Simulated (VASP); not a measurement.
# CaAlO (P4/nmm) in VASP: single point with PBE

Aim: the single point of CaAlO with PBE.

Everything below comes from runs of VASP 6.6.1. Logs are shortened: lines on timing, memory, paths and dates and some standing lists are left out, and cuts for length are marked.

**1. The cell of the first run**

Symmetry: P4/nmm, No. 129, tetragonal system. The conventional cell has a = 3.628 Å, b = 3.628 Å, c = 6.124 Å, α = 90.00°, β = 90.00°, γ = 90.00°. Ca (site symmetry 4mm) has 4 O at 2.12 Å and 5 Al at 2.79 to 2.82 Å within 2.9 Å. Al (site symmetry 4mm) has 6 Ca at 2.79 to 3.31 Å and 4 O at 2.86 Å and 8 Al at 3.09 to 3.63 Å within 3.7 Å. Within 2.9 Å of O (site symmetry -4m2) lie 4 Ca at 2.12 Å and 4 O at 2.57 Å and 4 Al at 2.86 Å.

The cell was built from a structure type or drawn by symmetry, and may not be a known phase.

**2. Single point, PBE**

INCAR reads:

```
SYSTEM = CaAlO
ALGO = Normal
EDIFF = 1E-6
ENCUT = 520
GGA = PE
ISIF = 2
ISMEAR = 0
LASPH = .TRUE.
LCHARG = .TRUE.
LELF = .TRUE.
LREAL = .FALSE.
LVHAR = .TRUE.
LWAVE = .FALSE.
NBANDS = 28
NELM = 80
PREC = Accurate
SIGMA = 0.1
```

KPOINTS reads:

```
k-points
0
G
  6 6 4
  0 0 0
```

POSCAR reads:

```
CaAlO
1.0
    3.6282913100      0.0000000000      0.0000000000
    0.0000000000      3.6282913100      0.0000000000
    0.0000000000      0.0000000000      6.1242088500
Ca Al O
2 2 2
Direct
    0.0000000000      0.5000000000      0.1800000100
    0.5000000000      0.0000000000      0.8199999900
    0.0000000000      0.5000000000      0.6399999900
    0.5000000000      0.0000000000      0.3600000100
    0.0000000000      0.0000000000      0.0000000000
    0.5000000000      0.5000000000      0.0000000000
```

Potentials or basis: VASP PAW PBE potentials, release 64 (Ca_sv, Al, O).

The run is started by

```sh
cat potpaw_PBE.64/Ca_sv/POTCAR potpaw_PBE.64/Al/POTCAR potpaw_PBE.64/O/POTCAR > POTCAR
mpirun -np 1 vasp_std > vasp.out
```

OUTCAR:

```text
SYSTEM = CaAlO
   EDIFF = 1E-6
   ENCUT = 520
   GGA = PE
   ISIF = 2
   ISMEAR = 0
   LASPH = .TRUE.
   LREAL = .FALSE.
   NELM = 80
   PREC = Accurate

 ion  position               nearest neighbor table
   1  0.000  0.500  0.180-   5 2.12   6 2.12   5 2.12   6 2.12   4 2.79   4 2.79   4 2.79   4 2.79
                             3 2.82
   2  0.500  0.000  0.820-   5 2.12   6 2.12   6 2.12   5 2.12   3 2.79   3 2.79   3 2.79   3 2.79
                             4 2.82
   3  0.000  0.500  0.640-   2 2.79   2 2.79   2 2.79   2 2.79   1 2.82   4 3.09   4 3.09   4 3.09
                             4 3.09
   4  0.500  0.000  0.360-   1 2.79   1 2.79   1 2.79   1 2.79   2 2.82   3 3.09   3 3.09   3 3.09
                             3 3.09
   5  0.000  0.000  0.000-   1 2.12   2 2.12   1 2.12   2 2.12
   6  0.500  0.500  0.000-   1 2.12   2 2.12   2 2.12   1 2.12

  LATTYP: Found a simple tetragonal cell.
 ALAT       =     3.6282913100
 C/A-ratio  =     1.6879043954

  Lattice vectors:

 A1 = (   3.6282913100,   0.0000000000,   0.0000000000)
 A2 = (   0.0000000000,   3.6282913100,   0.0000000000)
 A3 = (   0.0000000000,   0.0000000000,   6.1242088500)

Analysis of symmetry for initial positions (statically):
=====================================================================
 Subroutine PRICEL returns:
 Original cell was already a primitive cell.

 Routine SETGRP: Setting up the symmetry group for a
 simple tetragonal supercell.

 Subroutine GETGRP returns: Found 16 space group operations
 (whereof  8 operations were pure point group operations)
 out of a pool of 16 trial point group operations.

The static configuration has the point symmetry D_2d.
 The point group associated with its full space group is D_4h.

Analysis of symmetry for dynamics (positions and initial velocities):
=====================================================================
 Subroutine PRICEL returns:
 Original cell was already a primitive cell.

 Routine SETGRP: Setting up the symmetry group for a
 simple tetragonal supercell.

 Subroutine GETGRP returns: Found 16 space group operations
 (whereof  8 operations were pure point group operations)
 out of a pool of 16 trial point group operations.

The dynamic configuration has the point symmetry D_2d.
 The point group associated with its full space group is D_4h.

 Subroutine INISYM returns: Found 16 space group operations
 (whereof  8 operations are pure point group operations),
 and found     1 'primitive' translations

----------------------------------------------------------------------------------------

                                     Primitive cell

  volume of cell :      80.6221

  direct lattice vectors                    reciprocal lattice vectors
     3.628291310  0.000000000  0.000000000     0.275611828  0.000000000  0.000000000
     0.000000000  3.628291310  0.000000000     0.000000000  0.275611828  0.000000000
     0.000000000  0.000000000  6.124208850     0.000000000  0.000000000  0.163286397

  length of vectors
     3.628291310  3.628291310  6.124208850     0.275611828  0.275611828  0.163286397

  position of ions in fractional coordinates (direct lattice)
     0.000000000  0.500000000  0.180000010
     0.500000000  0.000000000  0.819999990
     0.000000000  0.500000000  0.639999990
     0.500000000  0.000000000  0.360000010
     0.000000000  0.000000000  0.000000000
     0.500000000  0.500000000  0.000000000

  ion indices of the primitive-cell ions
   primitive index   ion index
                 1           1
                 2           2
                 3           3
                 4           4
                 5           5
                 6           6

----------------------------------------------------------------------------------------

 KPOINTS: k-points

Automatic generation of k-mesh.
 Grid dimensions read from file:
 generate k-points for:    6    6    4

 Generating k-lattice:

  Cartesian coordinates                     Fractional coordinates (reciprocal lattice)
     0.045935305  0.000000000  0.000000000     0.166666667  0.000000000  0.000000000
     0.000000000  0.045935305  0.000000000     0.000000000  0.166666667  0.000000000
     0.000000000  0.000000000  0.040821599     0.000000000  0.000000000  0.250000000

  Length of vectors
     0.045935305  0.045935305  0.040821599

  Shift w.r.t. Gamma in fractional coordinates (k-lattice)
     0.000000000  0.000000000  0.000000000

 Subroutine IBZKPT returns following result:
 ===========================================

 Found     30 irreducible k-points:

 Following reciprocal coordinates:
            Coordinates               Weight
  0.000000  0.000000  0.000000      1.000000
  0.166667  0.000000  0.000000      4.000000
  0.333333  0.000000  0.000000      4.000000
  0.500000  0.000000  0.000000      2.000000
  0.166667  0.166667  0.000000      4.000000
  0.333333  0.166667  0.000000      8.000000
[... 16 lines left out ...]
  0.333333  0.000000  0.500000      4.000000
  0.500000  0.000000  0.500000      2.000000
 [... further k-points ...]
   k-points           NKPTS =     30   k-points in BZ     NKDIM =     30   number of bands    NBANDS=     28
   number of dos      NEDOS =    301   number of ions     NIONS =      6
   total plane-waves  NPLWV =  37632
   dimension x,y,z NGX =    28 NGY =   28 NGZ =   48
   dimension x,y,z NGXF=    56 NGYF=   56 NGZF=   96
   ions per type =               2   2   2
   NGX,Y,Z   is equivalent  to a cutoff of  12.83, 12.83, 13.03 a.u.
   NGXF,Y,Z  is equivalent  to a cutoff of  25.66, 25.66, 26.06 a.u.
 SYSTEM =  CaAlO
   PREC   = accura    normal or accurate (medium, high low for compatibility)
   ISTART =      0    job   : 0-new  1-cont  2-samecut
   ICHARG =      2    charge: 1-file 2-atom 10-const
   ISPIN  =      1    spin polarized calculation?
   LNONCOLLINEAR =      F non collinear calculations
   LSORBIT =      F    spin-orbit coupling
   LASPH  =      T    aspherical Exc in radial PAW
   ENCUT  =  520.0 eV  38.22 Ry    6.18 a.u.   6.75  6.75 11.39*2*pi/ulx,y,z
   NELM   =     80;   NELMIN=  2; NELMDL= -5     # of ELM steps
   EDIFF  = 0.1E-05   stopping-criterion for ELM
   LREAL  =      F    real-space projection
   EDIFFG = 0.1E-04   stopping-criterion for IOM
   NSW    =      0    number of steps for IOM
   IBRION =     -1    ionic relax: 0-MD 1-quasi-New 2-CG
   NFREE  =      0    steps in history (QN), initial steepest desc. (CG)
   ISIF   =      2    stress and relaxation
   ISYM   =      2    0-nonsym 1-usesym 2-fastsym
   POTIM  = 0.5000    time-step for ionic-motion
   TEBEG  =    0.0;   TEEND  =   0.0 temperature during run
   PSTRESS=    0.0 pullay stress
   NELECT =      38.0000    total number of electrons
   NUPDOWN=      -1.0000    fix difference up-down
   EMIN   =  10.00;   EMAX   =-10.00  energy-range for DOS
   EFERMI =   0.00;   METHOD = LEGACY
   ISMEAR =     0;   SIGMA  =   0.10  broadening in eV -4-tet -1-fermi 0-gaus
   EFERMI_NEDOS =   21; number of points for ismear=-14 and -15
   IALGO  =     38    algorithm
   IMIX   =      4    mixing-type and parameters
     AMIX     =   0.40;   BMIX     =  1.00
     AMIX_MAG =   1.60;   BMIX_MAG =  1.00
  volume/ion in A,a.u.               =      13.44        90.68
  Fermi-wavevector in a.u.,A,eV,Ry     =   1.274045  2.407595 22.084833  1.623189
  Thomas-Fermi vector in A             =   2.406834
   LORBIT       =      0    0 simple, 1 ext, 2 COOP (PROOUT), +10 PAW based schemes
   GGA     = PE    functional components
   LHFCALC =     F    Hartree Fock is set to
   AEXX    =    0.0000 exact exchange contribution
   IVDW    =     0    specifies the selected vdW correction
   LEPSILON=     F    determine dielectric tensor
   LRPA    =     F    only Hartree local field effects (RPA)
 non-spin polarized calculation
 Gauss-broadening in eV      SIGMA  =   0.10
  energy-cutoff  :      520.00
  volume of cell :       80.62
 maximum number of plane-waves:      2198
 NGX is ok and might be reduce to    28
   NGX = 13   NGY = 13   NGZ = 23

 number of electron      38.0000017 magnetization

 Free energy of the ion-electron system (eV)
  ---------------------------------------------------
  ext. energy  EPLUGINS =         0.00000000
  ---------------------------------------------------
  free energy    TOTEN  =       -25.09442211 eV

  energy without entropy =      -25.08150961  energy(sigma->0) =      -25.08796586

 E-fermi :   6.5562     XC(G=0): -10.8984

 val. band max:        6.5371026920   @ k =   0.5000   0.1667   0.5000
 cond. band min:       6.5797681123   @ k =   0.3333   0.3333   0.2500
 fundamental gap:      0.0426654203
 Fermi energy:         6.5561715956

 k-point     1 :       0.0000    0.0000    0.0000
  band No.  band energies     occupation
      1     -32.2015      2.00000
      2     -32.0856      2.00000
      3     -14.6540      2.00000
      4     -13.4891      2.00000
      5     -13.4891      2.00000
      6     -13.2797      2.00000
[... 20 lines left out ...]
     27      12.7154      0.00000
     28      12.9267      0.00000

 k-point     2 :       0.1667    0.0000    0.0000
  band No.  band energies     occupation
      1     -32.1868      2.00000
      2     -32.0863      2.00000
      3     -14.6678      2.00000
      4     -13.7843      2.00000
      5     -13.4644      2.00000
      6     -13.3234      2.00000
[... 20 lines left out ...]
     27      12.4727      0.00000
     28      12.5589      0.00000

 k-point     3 :       0.3333    0.0000    0.0000
  band No.  band energies     occupation
      1     -32.1516      2.00000
      2     -32.0935      2.00000
      3     -14.6969      2.00000
      4     -14.2879      2.00000
      5     -13.4023      2.00000
      6     -13.4017      2.00000
[... 616 lines left out ...]
      3     -14.7065      2.00000
      4     -14.3022      2.00000
      5     -13.3998      2.00000
      6     -13.3649      2.00000
[... 20 lines left out ...]
     27      12.4755      0.00000
     28      13.2319      0.00000

 k-point    24 :       0.5000    0.0000    0.5000
  band No.  band energies     occupation
      1     -32.1155      2.00000
      2     -32.1155      2.00000
      3     -14.6325      2.00000
      4     -14.6325      2.00000
      5     -13.3335      2.00000
      6     -13.3335      2.00000
[... 20 lines left out ...]
     27      11.9797      0.00000
     28      11.9797      0.00000

 [... further k-points ...]

------------------------ aborting loop because EDIFF is reached ----------------------------------------

  FORCE on cell =-STRESS in cart. coord.  units (eV):
  Direction    XX          YY          ZZ          XY          YZ          ZX
  --------------------------------------------------------------------------------------
  -------------------------------------------------------------------------------------
  Total       20.9384509     20.9384509      6.6926250      0.0000000      0.0000000      0.0000000
  in kB      416.1029942    416.1029942    133.0003507      0.0000000      0.0000000      0.0000000
  external PRESSURE =     321.7354463 kB  Pullay stress =       0.0000000 kB

 VOLUME and BASIS-vectors are now :
 -----------------------------------------------------------------------------
  energy-cutoff  :      520.00
  volume of cell :       80.62
      direct lattice vectors                 reciprocal lattice vectors
     3.628291310  0.000000000  0.000000000     0.275611828  0.000000000  0.000000000
     0.000000000  3.628291310  0.000000000     0.000000000  0.275611828  0.000000000
     0.000000000  0.000000000  6.124208850     0.000000000  0.000000000  0.163286397

 POSITION                                       TOTAL-FORCE (eV/Angst)
 -----------------------------------------------------------------------------------
      0.00000      1.81415      1.10236         0.000000      0.000000     -1.075063
      1.81415      0.00000      5.02185         0.000000     -0.000000      1.075063
      0.00000      1.81415      3.91949        -0.000000     -0.000000     -0.725665
      1.81415      0.00000      2.20472        -0.000000     -0.000000      0.725665
      0.00000      0.00000      0.00000         0.000000     -0.000000      0.000000
      1.81415      1.81415      0.00000         0.000000      0.000000      0.000000
 -----------------------------------------------------------------------------------
    total drift:                                0.000000      0.000000      0.000000

  FREE ENERGIE OF THE ION-ELECTRON SYSTEM (eV)
  ---------------------------------------------------
  free  energy   TOTEN  =       -25.0944221089 eV

  energy  without entropy=      -25.0815096053  energy(sigma->0) =      -25.08796586
```

Wall time 96 s (1 thread of AMD EPYC 7R13, shared host); peak memory 0.19 GiB.

Results:

- Free energy: -25.0944 eV
- Pressure: 32.2 GPa
- Largest force: 1.075 eV/Å
- Band gap on the k mesh: zero (bands 19 and 20 overlap by 2.90 eV)

Forces on the atoms (eV/Å):
```
Ca   0.000  0.000 -1.075
Ca   0.000  0.000  1.075
Al   0.000  0.000 -0.726
Al   0.000  0.000  0.726
O    0.000  0.000  0.000
O    0.000  0.000  0.000
```

Stress tensor (GPa, compression positive):
```
41.61  0.00  0.00
 0.00 41.61  0.00
 0.00  0.00 13.30
```

Levels at points of the mesh, in eV from the Fermi level:
| k point | band 17 | band 18 | band 19 | band 20 | band 21 | band 22 |
| --- | --- | --- | --- | --- | --- | --- |
| (0.00, 0.00, 0.00) | -1.54 | -0.14 | 0.75 | 1.14 | 1.14 | 2.30 |
| (0.50, 0.00, 0.00) | -2.70 | -2.70 | 0.62 | 0.62 | 2.41 | 2.41 |
| (0.50, 0.50, 0.00) | -2.31 | -2.31 | -1.41 | -1.41 | 1.34 | 1.34 |
| (0.00, 0.00, 0.50) | -1.66 | -1.66 | 1.49 | 1.49 | 2.76 | 3.22 |
| (0.50, 0.00, 0.50) | -2.92 | -2.92 | -0.24 | -0.24 | 2.82 | 2.82 |
| (0.50, 0.50, 0.50) | -2.14 | -2.14 | -1.41 | -1.41 | 1.28 | 1.28 |

Caveat: the cell stands under pressure; forces of over 1 eV/Å act on the atoms, so gaps and moduli don't describe the material at rest.
